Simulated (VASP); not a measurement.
# TePb (Fm-3m) in VASP: notebook

The runs below take TePb through single point, relaxation of cell and atoms, with PBEsol.

Everything below comes from runs of VASP 6.6.1. Logs are shortened: lines on timing, memory, paths and dates and some standing lists are left out, and cuts for length are marked.

### Step 1. The cell of the first run

Symmetry: Fm-3m, No. 225, cubic system. Conventional cell: a = 6.443 Å, b = 6.443 Å, c = 6.443 Å, α = 90.00°, β = 90.00°, γ = 90.00°. Within 4.2 Å of Te (site symmetry m-3m) lie 6 Pb at 3.22 Å. Pb (site symmetry m-3m) has 6 Te at 3.22 Å within 4.2 Å.

### Step 2. Single point, PBEsol

INCAR reads:

```
PREC = Accurate
ENCUT = 500
EDIFF = 1E-6
ISMEAR = 0
SIGMA = 0.02
LREAL = F
LASPH = T
NELM = 120
ALGO = Normal
ISIF = 2
LWAVE = F
LCHARG = F
GGA = PS
NBANDS = 17
GGA_COMPAT = F
```

KPOINTS reads:

```
regular mesh
0
Gamma
  8 8 8
```

POSCAR reads:

```
TePb
1.0
    0.0000000000      3.2216235012      3.2216235012
    3.2216235012      0.0000000000      3.2216235012
    3.2216235012      3.2216235012      0.0000000000
Te Pb
1 1
Direct
    0.5000000000      0.5000000000      0.5000000000
    0.0000000000      0.0000000000      0.0000000000
```

Potentials or basis: VASP PAW PBE potentials, release 64 (Te, Pb_d).

On the command line:

```bash
> cat potpaw_PBE.64/Te/POTCAR potpaw_PBE.64/Pb_d/POTCAR > POTCAR
> mpirun -np 1 vasp_std > vasp.out
```

OUTCAR:

```text
PREC = Accurate
   ENCUT = 500
   EDIFF = 1E-6
   ISMEAR = 0
   LREAL = F
   LASPH = T
   NELM = 120
   ISIF = 2
   GGA = PS

 ion  position               nearest neighbor table
   1  0.500  0.500  0.500-   2 3.22   2 3.22   2 3.22   2 3.22   2 3.22   2 3.22
   2  0.000  0.000  0.000-   1 3.22   1 3.22   1 3.22   1 3.22   1 3.22   1 3.22

  LATTYP: Found a face centered cubic cell.
 ALAT       =     6.4432470024

  Lattice vectors:

 A1 = (   0.0000000000,   3.2216235012,   3.2216235012)
 A2 = (   3.2216235012,   0.0000000000,   3.2216235012)
 A3 = (   3.2216235012,   3.2216235012,   0.0000000000)

Analysis of symmetry for initial positions (statically):
=====================================================================
 Subroutine PRICEL returns:
 Original cell was already a primitive cell.

 Routine SETGRP: Setting up the symmetry group for a
 face centered cubic supercell.

 Subroutine GETGRP returns: Found 48 space group operations
 (whereof 48 operations were pure point group operations)
 out of a pool of 48 trial point group operations.

The static configuration has the point symmetry O_h .

Analysis of symmetry for dynamics (positions and initial velocities):
=====================================================================
 Subroutine PRICEL returns:
 Original cell was already a primitive cell.

 Routine SETGRP: Setting up the symmetry group for a
 face centered cubic supercell.

 Subroutine GETGRP returns: Found 48 space group operations
 (whereof 48 operations were pure point group operations)
 out of a pool of 48 trial point group operations.

The dynamic configuration has the point symmetry O_h .

 Subroutine INISYM returns: Found 48 space group operations
 (whereof 48 operations are pure point group operations),
 and found     1 'primitive' translations

----------------------------------------------------------------------------------------

                                     Primitive cell

  volume of cell :      66.8735

  direct lattice vectors                    reciprocal lattice vectors
     0.000000000  3.221623501  3.221623501    -0.155201252  0.155201252  0.155201252
     3.221623501  0.000000000  3.221623501     0.155201252 -0.155201252  0.155201252
     3.221623501  3.221623501  0.000000000     0.155201252  0.155201252 -0.155201252

  length of vectors
     4.556063648  4.556063648  4.556063648     0.268816453  0.268816453  0.268816453

  position of ions in fractional coordinates (direct lattice)
     0.500000000  0.500000000  0.500000000
     0.000000000  0.000000000  0.000000000

  ion indices of the primitive-cell ions
   primitive index   ion index
                 1           1
                 2           2

----------------------------------------------------------------------------------------

 KPOINTS: regular mesh

Automatic generation of k-mesh.
 Grid dimensions read from file:
 generate k-points for:    8    8    8

 Generating k-lattice:

  Cartesian coordinates                     Fractional coordinates (reciprocal lattice)
    -0.019400156  0.019400156  0.019400156     0.125000000  0.000000000  0.000000000
     0.019400156 -0.019400156  0.019400156     0.000000000  0.125000000  0.000000000
     0.019400156  0.019400156 -0.019400156     0.000000000  0.000000000  0.125000000

  Length of vectors
     0.033602057  0.033602057  0.033602057

  Shift w.r.t. Gamma in fractional coordinates (k-lattice)
     0.000000000  0.000000000  0.000000000

 Subroutine IBZKPT returns following result:
 ===========================================

 Found     29 irreducible k-points:

 Following reciprocal coordinates:
            Coordinates               Weight
  0.000000  0.000000  0.000000      1.000000
  0.125000  0.000000  0.000000      8.000000
  0.250000  0.000000  0.000000      8.000000
  0.375000  0.000000  0.000000      8.000000
  0.500000  0.000000  0.000000      4.000000
  0.125000  0.125000  0.000000      6.000000
[... 16 lines left out ...]
  0.500000  0.250000  0.125000     48.000000
 -0.375000  0.250000  0.125000     24.000000
 [... further k-points ...]
   k-points           NKPTS =     29   k-points in BZ     NKDIM =     29   number of bands    NBANDS=     17
   number of dos      NEDOS =    301   number of ions     NIONS =      2
   total plane-waves  NPLWV =  46656
   dimension x,y,z NGX =    36 NGY =   36 NGZ =   36
   dimension x,y,z NGXF=    72 NGYF=   72 NGZF=   72
   ions per type =               1   1
   NGX,Y,Z   is equivalent  to a cutoff of  13.14, 13.14, 13.14 a.u.
   NGXF,Y,Z  is equivalent  to a cutoff of  26.27, 26.27, 26.27 a.u.
 SYSTEM =  unknown system
   PREC   = accura    normal or accurate (medium, high low for compatibility)
   ISTART =      0    job   : 0-new  1-cont  2-samecut
   ICHARG =      2    charge: 1-file 2-atom 10-const
   ISPIN  =      1    spin polarized calculation?
   LNONCOLLINEAR =      F non collinear calculations
   LSORBIT =      F    spin-orbit coupling
   LASPH  =      T    aspherical Exc in radial PAW
   ENCUT  =  500.0 eV  36.75 Ry    6.06 a.u.   8.31  8.31  8.31*2*pi/ulx,y,z
   NELM   =    120;   NELMIN=  2; NELMDL= -5     # of ELM steps
   EDIFF  = 0.1E-05   stopping-criterion for ELM
   LREAL  =      F    real-space projection
   EDIFFG = 0.1E-04   stopping-criterion for IOM
   NSW    =      0    number of steps for IOM
   IBRION =     -1    ionic relax: 0-MD 1-quasi-New 2-CG
   NFREE  =      0    steps in history (QN), initial steepest desc. (CG)
   ISIF   =      2    stress and relaxation
   ISYM   =      2    0-nonsym 1-usesym 2-fastsym
   POTIM  = 0.5000    time-step for ionic-motion
   TEBEG  =    0.0;   TEEND  =   0.0 temperature during run
   PSTRESS=    0.0 pullay stress
   NELECT =      20.0000    total number of electrons
   NUPDOWN=      -1.0000    fix difference up-down
   EMIN   =  10.00;   EMAX   =-10.00  energy-range for DOS
   EFERMI =   0.00;   METHOD = LEGACY
   ISMEAR =     0;   SIGMA  =   0.02  broadening in eV -4-tet -1-fermi 0-gaus
   EFERMI_NEDOS =   21; number of points for ismear=-14 and -15
   IALGO  =     38    algorithm
   IMIX   =      4    mixing-type and parameters
     AMIX     =   0.40;   BMIX     =  1.00
     AMIX_MAG =   1.60;   BMIX_MAG =  1.00
  volume/ion in A,a.u.               =      33.44       225.64
  Fermi-wavevector in a.u.,A,eV,Ry     =   1.094796  2.068865 16.307661  1.198579
  Thomas-Fermi vector in A             =   2.231108
   LORBIT       =      0    0 simple, 1 ext, 2 COOP (PROOUT), +10 PAW based schemes
   GGA     = PS    functional components
   LHFCALC =     F    Hartree Fock is set to
   AEXX    =    0.0000 exact exchange contribution
   IVDW    =     0    specifies the selected vdW correction
   LEPSILON=     F    determine dielectric tensor
   LRPA    =     F    only Hartree local field effects (RPA)
 non-spin polarized calculation
 Gauss-broadening in eV      SIGMA  =   0.02
  energy-cutoff  :      500.00
  volume of cell :       66.87
 maximum number of plane-waves:      1724
 NGX is ok and might be reduce to    36
   NGX = 17   NGY = 17   NGZ = 17

 number of electron      20.0000002 magnetization

 Free energy of the ion-electron system (eV)
  ---------------------------------------------------
  ext. energy  EPLUGINS =         0.00000000
  ---------------------------------------------------
  free energy    TOTEN  =        -8.25901189 eV

  energy without entropy =       -8.25901189  energy(sigma->0) =       -8.25901189

 E-fermi :   5.6976     XC(G=0):  -9.5094

 val. band max:        5.5739712272   @ k =   0.5000   0.0000   0.0000
 cond. band min:       6.2239136546   @ k =   0.5000   0.0000   0.0000
 fundamental gap:      0.6499424275
 Fermi energy:         5.6976271432

 k-point     1 :       0.0000    0.0000    0.0000
  band No.  band energies     occupation
      1     -11.0701      2.00000
      2     -11.0701      2.00000
      3     -11.0585      2.00000
      4     -11.0585      2.00000
      5     -11.0585      2.00000
      6      -6.5336      2.00000
[... 9 lines left out ...]
     16      11.3110      0.00000
     17      12.7764      0.00000

 k-point     2 :       0.1250    0.0000    0.0000
  band No.  band energies     occupation
      1     -11.0720      2.00000
      2     -11.0720      2.00000
      3     -11.0581      2.00000
      4     -11.0562      2.00000
      5     -11.0562      2.00000
      6      -6.3977      2.00000
[... 9 lines left out ...]
     16      11.6084      0.00000
     17      13.8772      0.00000

 k-point     3 :       0.2500    0.0000    0.0000
  band No.  band energies     occupation
      1     -11.0775      2.00000
      2     -11.0775      2.00000
      3     -11.0572      2.00000
      4     -11.0498      2.00000
      5     -11.0498      2.00000
      6      -6.0059      2.00000
[... 9 lines left out ...]
     16      12.4145      0.00000
     17      15.8002      0.00000

 k-point     4 :       0.3750    0.0000    0.0000
  band No.  band energies     occupation
      1     -11.0834      2.00000
      2     -11.0834      2.00000
      3     -11.0565      2.00000
      4     -11.0430      2.00000
      5     -11.0430      2.00000
      6      -5.4404      2.00000
[... 9 lines left out ...]
     16      13.6485      0.00000
     17      16.2461      0.00000

 k-point     5 :       0.5000    0.0000    0.0000
  band No.  band energies     occupation
      1     -11.0858      2.00000
      2     -11.0858      2.00000
      3     -11.0562      2.00000
      4     -11.0402      2.00000
      5     -11.0402      2.00000
      6      -5.0696      2.00000
[... 9 lines left out ...]
     16      14.8094      0.00000
     17      14.8094      0.00000

 k-point     6 :       0.1250    0.1250    0.0000
  band No.  band energies     occupation
      1     -11.0768      2.00000
      2     -11.0684      2.00000
      3     -11.0601      2.00000
      4     -11.0547      2.00000
      5     -11.0547      2.00000
      6      -6.3524      2.00000
[... 9 lines left out ...]
     16      12.1283      0.00000
     17      13.4193      0.00000

 k-point     7 :       0.2500    0.1250    0.0000
  band No.  band energies     occupation
      1     -11.0845      2.00000
      2     -11.0699      2.00000
      3     -11.0600      2.00000
      4     -11.0504      2.00000
      5     -11.0488      2.00000
      6      -6.0465      2.00000
[... 9 lines left out ...]
     16      12.9865      0.00000
     17      14.5356      0.00000

 k-point     8 :       0.3750    0.1250    0.0000
  band No.  band energies     occupation
      1     -11.0909      2.00000
      2     -11.0758      2.00000
      3     -11.0575      2.00000
      4     -11.0460      2.00000
      5     -11.0419      2.00000
      6      -5.5351      2.00000
[... 9 lines left out ...]
     16      14.1797      0.00000
     17      15.8972      0.00000
[... 203 lines left out ...]
      1     -11.1292      2.00000
      2     -11.0661      2.00000
      3     -11.0617      2.00000
      4     -11.0340      2.00000
      5     -11.0328      2.00000
      6      -4.8617      2.00000
[... 9 lines left out ...]
     16      15.8115      0.00000
     17      16.2813      0.00000

 k-point    20 :      -0.3750    0.3750    0.0000
  band No.  band energies     occupation
      1     -11.1199      2.00000
      2     -11.0686      2.00000
      3     -11.0595      2.00000
      4     -11.0384      2.00000
      5     -11.0347      2.00000
      6      -4.7144      2.00000
[... 9 lines left out ...]
     16      14.5862      0.00000
     17      16.5081      0.00000

 k-point    21 :       0.5000    0.5000    0.0000
  band No.  band energies     occupation
      1     -11.1372      2.00000
      2     -11.0692      2.00000
      3     -11.0582      2.00000
      4     -11.0309      2.00000
      5     -11.0309      2.00000
      6      -4.8092      2.00000
[... 9 lines left out ...]
     16      16.5127      0.00000
     17      16.5704      0.00000

 k-point    22 :       0.3750    0.2500    0.1250
  band No.  band energies     occupation
      1     -11.0935      2.00000
      2     -11.0712      2.00000
      3     -11.0598      2.00000
      4     -11.0455      2.00000
      5     -11.0442      2.00000
      6      -5.6801      2.00000
[... 9 lines left out ...]
     16      14.2037      0.00000
     17      14.5581      0.00000

 k-point    23 :       0.5000    0.2500    0.1250
  band No.  band energies     occupation
      1     -11.0994      2.00000
      2     -11.0758      2.00000
      3     -11.0558      2.00000
      4     -11.0440      2.00000
      5     -11.0397      2.00000
      6      -5.1751      2.00000
[... 9 lines left out ...]
     16      14.4711      0.00000
     17      15.6022      0.00000

 k-point    24 :      -0.3750    0.2500    0.1250
  band No.  band energies     occupation
      1     -11.1012      2.00000
      2     -11.0784      2.00000
      3     -11.0521      2.00000
      4     -11.0460      2.00000
      5     -11.0373      2.00000
      6      -4.8710      2.00000
[... 9 lines left out ...]
     16      15.3646      0.00000
     17      15.6294      0.00000

 [... further k-points ...]
[... 5 lines left out ...]
  --------------------------------------------------------------------------------------
  -------------------------------------------------------------------------------------
  Total       -0.0135846     -0.0135846     -0.0135846     -0.0000000     -0.0000000     -0.0000000
  in kB       -0.3254644     -0.3254644     -0.3254644     -0.0000000     -0.0000000     -0.0000000
  external PRESSURE =      -0.3254644 kB  Pullay stress =       0.0000000 kB

 VOLUME and BASIS-vectors are now :
 -----------------------------------------------------------------------------
  energy-cutoff  :      500.00
  volume of cell :       66.87
      direct lattice vectors                 reciprocal lattice vectors
     0.000000000  3.221623501  3.221623501    -0.155201252  0.155201252  0.155201252
     3.221623501  0.000000000  3.221623501     0.155201252 -0.155201252  0.155201252
     3.221623501  3.221623501  0.000000000     0.155201252  0.155201252 -0.155201252

 POSITION                                       TOTAL-FORCE (eV/Angst)
 -----------------------------------------------------------------------------------
      3.22162      3.22162      3.22162        -0.000000     -0.000000     -0.000000
      0.00000      0.00000      0.00000         0.000000      0.000000      0.000000
 -----------------------------------------------------------------------------------
    total drift:                               -0.000000      0.000000      0.000000

  FREE ENERGIE OF THE ION-ELECTRON SYSTEM (eV)
  ---------------------------------------------------
  free  energy   TOTEN  =        -8.2590118887 eV

  energy  without entropy=       -8.2590118887  energy(sigma->0) =       -8.25901189
```

It took 13 s on 1 thread of Intel Xeon 6975P-C (Granite Rapids), shared host; peak memory 0.21 GiB.

Results:

```yaml
Free_energy: -8.2590 eV
Pressure: 0.0 GPa
Band_gap_on_the_k_mesh: 0.65 eV, direct
```

Levels at points of the mesh, in eV from the valence-band top:
```
           k point  band 8  band 9  band 10  band 11  band 12  band 13
(0.00, 0.00, 0.00)   -1.37   -1.37    -1.37     4.07     4.07     4.07
(0.50, 0.00, 0.00)   -0.90   -0.90     0.00     0.65     1.22     1.22
(0.50, 0.50, 0.00)   -4.59   -2.85    -2.85     3.17     5.49     5.49
```

Caveat: the PAW data sets were made with another functional, which shifts forces and pressure a little; spin-orbit coupling is left out, which moves the levels of the heavy elements. A k mesh can miss the band edges.

### Step 3. Relaxation of cell and atoms, PBEsol

This run uses another cell than the first one, of 35.48 Å³/atom, 1.061 times its volume.

INCAR reads:

```
PREC = Accurate
ENCUT = 500
EDIFF = 1E-7
ISMEAR = 0
SIGMA = 0.02
LREAL = False
LASPH = True
NELM = 120
ALGO = Normal
ISIF = 3
LWAVE = False
LCHARG = False
GGA = PS
IBRION = 2
NSW = 70
EDIFFG = -0.005
GGA_COMPAT = False
NELMIN = 4
```

KPOINTS reads:

```
Automatic mesh
0
Gamma
  8 8 8
```

POSCAR reads:

```
TePb
1.0
    0.0000000000      3.2860508018      3.2860508018
    3.2860508018      0.0000000000      3.2860508018
    3.2860508018      3.2860508018      0.0000000000
Te Pb
1 1
Direct
    0.5000000000      0.5000000000      0.5000000000
    0.0000000000      0.0000000000      0.0000000000
```

Potentials or basis: VASP PAW PBE potentials, release 64 (Te, Pb_d).

On the command line:

```bash
> cat potpaw_PBE.64/Te/POTCAR potpaw_PBE.64/Pb_d/POTCAR > POTCAR
> mpirun -np 1 vasp_std > vasp.out
```

Run time: 31 s. Hardware: 1 thread of Intel Xeon 6975P-C (Granite Rapids), shared host; peak memory 0.22 GiB.

The run converged. Its results:

- Free energy: -8.2601 eV
- Relaxed volume: 33.42 Å³/atom
- Relaxed cell: a = 4.555 Å, b = 4.555 Å, c = 4.555 Å, α = 60.00°, β = 60.00°, γ = 60.00°
- Space group after relaxing (to 0.05 Å): Fm-3m (No. 225)
- Energy gained by relaxing: 16.0 meV/atom
- Ionic steps: 3
- Pressure after relaxing: 0.0 GPa
- Band gap on the k mesh: 0.65 eV, direct

The path:
| step | energy change (eV) | largest force (eV/Å) | pressure (GPa) | volume (Å³) |
| --- | --- | --- | --- | --- |
| 1 | 0.0000 | 0.0000 | -2.35 | 70.97 |
| 2 | -0.0295 | 0.0000 | 0.77 | 65.75 |
| 3 | -0.0321 | 0.0000 | 0.00 | 66.83 |

Final structure:
```cif
data_structure
_symmetry_space_group_name_H-M 'P 1'
_symmetry_Int_Tables_number 1
_cell_length_a 4.5551
_cell_length_b 4.5551
_cell_length_c 4.5551
_cell_angle_alpha 60.000
_cell_angle_beta 60.000
_cell_angle_gamma 60.000
_cell_volume 66.83
loop_
_atom_site_label
_atom_site_type_symbol
_atom_site_fract_x
_atom_site_fract_y
_atom_site_fract_z
_atom_site_occupancy
Te1 Te 0.50000 0.50000 0.50000 1
Pb1 Pb 0.00000 0.00000 0.00000 1
```

Levels at points of the mesh, in eV from the valence-band top:
| k point | band 7 | band 8 | band 9 | band 10 | band 11 | band 12 | band 13 | band 14 |
| --- | --- | --- | --- | --- | --- | --- | --- | --- |
| (0.00, 0.00, 0.00) | -5.59 | -1.37 | -1.37 | -1.37 | 4.07 | 4.07 | 4.07 | 5.74 |
| (0.50, 0.00, 0.00) | -8.66 | -0.90 | -0.90 | 0.00 | 0.65 | 1.22 | 1.22 | 8.30 |
| (0.50, 0.50, 0.00) | -7.32 | -4.60 | -2.86 | -2.86 | 3.17 | 5.50 | 5.50 | 6.74 |

Caveat: the PAW data sets were made with another functional, which shifts forces and pressure a little; spin-orbit coupling is left out, which moves the levels of the heavy elements. A k mesh can miss the band edges.
